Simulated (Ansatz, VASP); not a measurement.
BeS in VASP and in Ansatz

```
CELL_PARAMETERS angstrom
0.00000 2.56625 2.56625
2.56625 0.00000 2.56625
2.56625 2.56625 0.00000
ATOMIC_POSITIONS crystal
Be 0.00000 0.00000 0.00000
S 0.25000 0.25000 0.25000
```

Change from the starting cell: hydrostatic strain +5.4%.

Alike in both runs: task single point; functional HSE06; k mesh 6 × 6 × 6; no spin polarisation.

```csv
,VASP,Ansatz
version,VASP 6.6.1,Ansatz 0.2.0
potentials or method,"VASP PAW PBE potentials, release 64 (Be, S)","plane waves, PAW"
plane-wave cutoff (eV),520,420
occupations,"gaussian, width 0.01 eV",fixed
valence electrons in the cell,8,8
```

```tsv
	VASP	Ansatz	Ansatz less VASP
gap on the k mesh at the Fermi level (eV)	4.37	4.38	+0.006
pressure (GPa)	-12.2	-12.1	+0.08
```

Ansatz's warnings: stress exchange threshold loose, stress scf threshold loose.
